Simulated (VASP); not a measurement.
# GaAs in VASP: single point with PBEsol

Aim: the single point of GaAs with PBEsol.

Program: VASP 6.6.1. These are calculated values, not measurements. Logs are shortened: lines on timing, memory, paths and dates and some standing lists are left out, and cuts for length are marked.

### 1 The cell of the first run

The cell holds a wire or tube with vacuum around it, 12 atoms: a = 19.000 Å, b = 9.900 Å, c = 6.912 Å, α = 90.00°, β = 90.00°, γ = 90.00°.

### 2 Single point, PBEsol

The input, INCAR:

```
PREC = Accurate
ENCUT = 520
EDIFF = 1E-6
ISMEAR = 0
SIGMA = 0.05
LREAL = False
LASPH = True
NELM = 60
ALGO = Normal
ISIF = 2
LWAVE = False
LCHARG = True
GGA = PS
LELF = True
LVHAR = True
NBANDS = 66
```

The input, KPOINTS:

```
Automatic mesh
0
Gamma
  1 1 5
```

The input, POSCAR:

```
GaAs
1.0
   19.0000000000      0.0000000000      0.0000000000
    0.0000000000      9.9000000000      0.0000000000
    0.0000000000      0.0000000000      6.9116612584
Ga As
6 6
Direct
    0.6575177430      0.4717672389      0.3333333333
    0.7625295716      0.4717672389      0.8333333333
    0.4474940857      0.4717672389      0.3333333333
    0.5525059143      0.4717672389      0.8333333333
    0.2374704284      0.4717672389      0.3333333333
    0.3424822570      0.4717672389      0.8333333333
    0.7625295716      0.5282327611      0.1666666667
    0.5525059143      0.5282327611      0.1666666667
    0.6575177430      0.5282327611      0.6666666667
    0.3424822570      0.5282327611      0.1666666667
    0.4474940857      0.5282327611      0.6666666667
    0.2374704284      0.5282327611      0.6666666667
```

Potentials or basis: VASP PAW PBE potentials, release 64 (Ga_d, As).

Command:

```bash
> cat potpaw_PBE.64/Ga_d/POTCAR potpaw_PBE.64/As/POTCAR > POTCAR
> mpirun -np 1 vasp_std > vasp.out
```

OUTCAR:

```text
PREC = Accurate
   ENCUT = 520
   EDIFF = 1E-6
   ISMEAR = 0
   LREAL = False
   LASPH = True
   NELM = 60
   ISIF = 2
   GGA = PS

 ion  position               nearest neighbor table
   1  0.658  0.472  0.333-   7 2.37   9 2.37   8 2.37
   2  0.763  0.472  0.833-   9 2.37   7 2.37
   3  0.447  0.472  0.333-   8 2.37  11 2.37  10 2.37
   4  0.553  0.472  0.833-  11 2.37   8 2.37   9 2.37
   5  0.237  0.472  0.333-  10 2.37  12 2.37
   6  0.342  0.472  0.833-  12 2.37  10 2.37  11 2.37
   7  0.763  0.528  0.167-   1 2.37   2 2.37
   8  0.553  0.528  0.167-   3 2.37   4 2.37   1 2.37
   9  0.658  0.528  0.667-   2 2.37   1 2.37   4 2.37
  10  0.342  0.528  0.167-   5 2.37   6 2.37   3 2.37
  11  0.447  0.528  0.667-   4 2.37   3 2.37   6 2.37
  12  0.237  0.528  0.667-   6 2.37   5 2.37

  LATTYP: Found a simple orthorhombic cell.
 ALAT       =     6.9116612584
 B/A-ratio  =     1.4323618635
 C/A-ratio  =     2.7489773138

  Lattice vectors:

 A1 = (   0.0000000000,   0.0000000000,  -6.9116612584)
 A2 = (   0.0000000000,   9.9000000000,   0.0000000000)
 A3 = (  19.0000000000,   0.0000000000,   0.0000000000)

Analysis of symmetry for initial positions (statically):
=====================================================================
 Subroutine PRICEL returns:
 Original cell was already a primitive cell.

 Routine SETGRP: Setting up the symmetry group for a
 simple orthorhombic supercell.

 Subroutine GETGRP returns: Found  2 space group operations
 (whereof  1 operations were pure point group operations)
 out of a pool of  8 trial point group operations.

The static configuration has the point symmetry C_1 .
 The point group associated with its full space group is C_1h.

Analysis of symmetry for dynamics (positions and initial velocities):
=====================================================================
 Subroutine PRICEL returns:
 Original cell was already a primitive cell.

 Routine SETGRP: Setting up the symmetry group for a
 simple orthorhombic supercell.

 Subroutine GETGRP returns: Found  2 space group operations
 (whereof  1 operations were pure point group operations)
 out of a pool of  8 trial point group operations.

The dynamic configuration has the point symmetry C_1 .
 The point group associated with its full space group is C_1h.

 Subroutine INISYM returns: Found  2 space group operations
 (whereof  1 operations are pure point group operations),
 and found     1 'primitive' translations

----------------------------------------------------------------------------------------

                                     Primitive cell

  volume of cell :    1300.0835

  direct lattice vectors                    reciprocal lattice vectors
    19.000000000  0.000000000  0.000000000     0.052631579  0.000000000  0.000000000
     0.000000000  9.900000000  0.000000000     0.000000000  0.101010101  0.000000000
     0.000000000  0.000000000  6.911661258     0.000000000  0.000000000  0.144683017

  length of vectors
    19.000000000  9.900000000  6.911661258     0.052631579  0.101010101  0.144683017

  position of ions in fractional coordinates (direct lattice)
     0.657517743  0.471767239  0.333333333
     0.762529572  0.471767239  0.833333333
     0.447494086  0.471767239  0.333333333
     0.552505914  0.471767239  0.833333333
     0.237470428  0.471767239  0.333333333
     0.342482257  0.471767239  0.833333333
     0.762529572  0.528232761  0.166666667
     0.552505914  0.528232761  0.166666667
     0.657517743  0.528232761  0.666666667
     0.342482257  0.528232761  0.166666667
     0.447494086  0.528232761  0.666666667
     0.237470428  0.528232761  0.666666667

  ion indices of the primitive-cell ions
   primitive index   ion index
                 1           1
                 2           2
                 3           3
                 4           4
                 5           5
                 6           6
                 7           7
                 8           8
                 9           9
                10          10
                11          11
                12          12

----------------------------------------------------------------------------------------

 KPOINTS: Automatic mesh

Automatic generation of k-mesh.
 Grid dimensions read from file:
 generate k-points for:    1    1    5

 Generating k-lattice:

  Cartesian coordinates                     Fractional coordinates (reciprocal lattice)
     0.052631579  0.000000000  0.000000000     1.000000000  0.000000000  0.000000000
     0.000000000  0.101010101  0.000000000     0.000000000  1.000000000  0.000000000
     0.000000000  0.000000000  0.028936603     0.000000000  0.000000000  0.200000000

  Length of vectors
     0.052631579  0.101010101  0.028936603

  Shift w.r.t. Gamma in fractional coordinates (k-lattice)
     0.000000000  0.000000000  0.000000000

 Subroutine IBZKPT returns following result:
 ===========================================

 Found      3 irreducible k-points:

 Following reciprocal coordinates:
            Coordinates               Weight
  0.000000  0.000000  0.000000      1.000000
  0.000000  0.000000  0.200000      2.000000
  0.000000  0.000000  0.400000      2.000000
   k-points           NKPTS =      3   k-points in BZ     NKDIM =      3   number of bands    NBANDS=     66
   number of dos      NEDOS =    301   number of ions     NIONS =     12
   total plane-waves  NPLWV = 622080
   dimension x,y,z NGX =   144 NGY =   80 NGZ =   54
   dimension x,y,z NGXF=   288 NGYF=  160 NGZF=  108
   ions per type =               6   6
   NGX,Y,Z   is equivalent  to a cutoff of  12.60, 13.43, 12.99 a.u.
   NGXF,Y,Z  is equivalent  to a cutoff of  25.20, 26.87, 25.98 a.u.
 SYSTEM =  unknown system
   PREC   = accura    normal or accurate (medium, high low for compatibility)
   ISTART =      0    job   : 0-new  1-cont  2-samecut
   ICHARG =      2    charge: 1-file 2-atom 10-const
   ISPIN  =      1    spin polarized calculation?
   LNONCOLLINEAR =      F non collinear calculations
   LSORBIT =      F    spin-orbit coupling
   LASPH  =      T    aspherical Exc in radial PAW
   ENCUT  =  520.0 eV  38.22 Ry    6.18 a.u.  35.33 18.41 12.85*2*pi/ulx,y,z
   NELM   =     60;   NELMIN=  2; NELMDL= -5     # of ELM steps
   EDIFF  = 0.1E-05   stopping-criterion for ELM
   LREAL  =      F    real-space projection
   EDIFFG = 0.1E-04   stopping-criterion for IOM
   NSW    =      0    number of steps for IOM
   IBRION =     -1    ionic relax: 0-MD 1-quasi-New 2-CG
   NFREE  =      0    steps in history (QN), initial steepest desc. (CG)
   ISIF   =      2    stress and relaxation
   ISYM   =      2    0-nonsym 1-usesym 2-fastsym
   POTIM  = 0.5000    time-step for ionic-motion
   TEBEG  =    0.0;   TEEND  =   0.0 temperature during run
   PSTRESS=    0.0 pullay stress
   NELECT =     108.0000    total number of electrons
   NUPDOWN=      -1.0000    fix difference up-down
   EMIN   =  10.00;   EMAX   =-10.00  energy-range for DOS
   EFERMI =   0.00;   METHOD = LEGACY
   ISMEAR =     0;   SIGMA  =   0.05  broadening in eV -4-tet -1-fermi 0-gaus
   EFERMI_NEDOS =   21; number of points for ismear=-14 and -15
   IALGO  =     38    algorithm
   IMIX   =      4    mixing-type and parameters
     AMIX     =   0.40;   BMIX     =  1.00
     AMIX_MAG =   1.60;   BMIX_MAG =  1.00
  volume/ion in A,a.u.               =     108.34       731.12
  Fermi-wavevector in a.u.,A,eV,Ry     =   0.714319  1.349868  6.942399  0.510252
  Thomas-Fermi vector in A             =   1.802188
   LORBIT       =      0    0 simple, 1 ext, 2 COOP (PROOUT), +10 PAW based schemes
   GGA     = PS    functional components
   LHFCALC =     F    Hartree Fock is set to
   AEXX    =    0.0000 exact exchange contribution
   IVDW    =     0    specifies the selected vdW correction
   LEPSILON=     F    determine dielectric tensor
   LRPA    =     F    only Hartree local field effects (RPA)
 non-spin polarized calculation
 Gauss-broadening in eV      SIGMA  =   0.05
  energy-cutoff  :      520.00
  volume of cell :     1300.08
 maximum number of plane-waves:     35051
 NGX is ok and might be reduce to   144
   NGX = 71   NGY = 37   NGZ = 25

 number of electron     108.0000053 magnetization

 Free energy of the ion-electron system (eV)
  ---------------------------------------------------
  ext. energy  EPLUGINS =         0.00000000
  ---------------------------------------------------
  free energy    TOTEN  =       -44.29044449 eV

  energy without entropy =      -44.29039369  energy(sigma->0) =      -44.29041909

 E-fermi :  -3.0992     XC(G=0):  -3.1557

 val. band max:       -3.2154599334   @ k =   0.0000   0.0000   0.0000
 cond. band min:      -2.9830053878   @ k =   0.0000   0.0000   0.0000
 fundamental gap:      0.2324545456
 Fermi energy:        -3.0992307815

 k-point     1 :       0.0000    0.0000    0.0000
  band No.  band energies     occupation
      1     -18.0766      2.00000
      2     -18.0766      2.00000
      3     -18.0389      2.00000
      4     -18.0381      2.00000
      5     -18.0345      2.00000
      6     -18.0302      2.00000
[... 58 lines left out ...]
     65       0.9643      0.00000
     66       1.1451      0.00000

 k-point     2 :       0.0000    0.0000    0.2000
  band No.  band energies     occupation
      1     -18.0768      2.00000
      2     -18.0767      2.00000
      3     -18.0389      2.00000
      4     -18.0381      2.00000
      5     -18.0344      2.00000
      6     -18.0314      2.00000
[... 58 lines left out ...]
     65       0.5214      0.00000
     66       0.6840      0.00000

 k-point     3 :       0.0000    0.0000    0.4000
  band No.  band energies     occupation
      1     -18.0770      2.00000
      2     -18.0769      2.00000
      3     -18.0387      2.00000
      4     -18.0383      2.00000
      5     -18.0341      2.00000
      6     -18.0332      2.00000
[... 58 lines left out ...]
     65       0.2995      0.00000
     66       0.6124      0.00000

------------------------ aborting loop because EDIFF is reached ----------------------------------------

  FORCE on cell =-STRESS in cart. coord.  units (eV):
  Direction    XX          YY          ZZ          XY          YZ          ZX
  --------------------------------------------------------------------------------------
  -------------------------------------------------------------------------------------
  Total        0.6441772      0.5749632     -1.8549584      0.0000000     -0.5838878      0.0000000
  in kB        0.7938614      0.7085645     -2.2859858      0.0000000     -0.7195629      0.0000000
  external PRESSURE =      -0.2611866 kB  Pullay stress =       0.0000000 kB

 VOLUME and BASIS-vectors are now :
 -----------------------------------------------------------------------------
  energy-cutoff  :      520.00
  volume of cell :     1300.08
      direct lattice vectors                 reciprocal lattice vectors
    19.000000000  0.000000000  0.000000000     0.052631579  0.000000000  0.000000000
     0.000000000  9.900000000  0.000000000     0.000000000  0.101010101  0.000000000
     0.000000000  0.000000000  6.911661258     0.000000000  0.000000000  0.144683017

 POSITION                                       TOTAL-FORCE (eV/Angst)
 -----------------------------------------------------------------------------------
     12.49284      4.67050      2.30389         0.137775     -0.230295     -0.574471
     14.48806      4.67050      5.75972        -0.809070     -0.145696      0.927441
      8.50239      4.67050      2.30389         0.056250     -0.087837      0.169313
     10.49761      4.67050      5.75972        -0.056250     -0.087837      0.169313
      4.51194      4.67050      2.30389         0.809070     -0.145696      0.927441
      6.50716      4.67050      5.75972        -0.137775     -0.230295     -0.574471
     14.48806      5.22950      1.15194         0.663721      0.089884      0.000620
     10.49761      5.22950      1.15194        -0.128807      0.040036     -0.093337
     12.49284      5.22950      4.60777         0.273822      0.333909     -0.429566
      6.50716      5.22950      1.15194        -0.273822      0.333909     -0.429566
      8.50239      5.22950      4.60777         0.128807      0.040036     -0.093337
      4.51194      5.22950      4.60777        -0.663721      0.089884      0.000620
 -----------------------------------------------------------------------------------
    total drift:                                0.000000     -0.001718      0.001723

  FREE ENERGIE OF THE ION-ELECTRON SYSTEM (eV)
  ---------------------------------------------------
  free  energy   TOTEN  =       -44.2904444946 eV

  energy  without entropy=      -44.2903936946  energy(sigma->0) =      -44.29041909
```

Run time: 11 min. Hardware: 1 thread of AMD EPYC 7R13 (Zen 3), shared host; peak memory 1.1 GiB.

What came out:

- Free energy: -44.2904 eV
- Largest force: 1.239 eV/Å
- Band gap on the k mesh: 0.23 eV

Forces in eV/Å, atoms in the order of the input:
```
Ga   0.138 -0.230 -0.574
Ga  -0.809 -0.146  0.927
Ga   0.056 -0.088  0.169
Ga  -0.056 -0.088  0.169
Ga   0.809 -0.146  0.927
Ga  -0.138 -0.230 -0.574
As   0.664  0.090  0.001
As  -0.129  0.040 -0.093
As   0.274  0.334 -0.430
As  -0.274  0.334 -0.430
As   0.129  0.040 -0.093
As  -0.664  0.090  0.001
```

Caveat: the PAW data sets were made with another functional, which shifts forces and pressure a little.
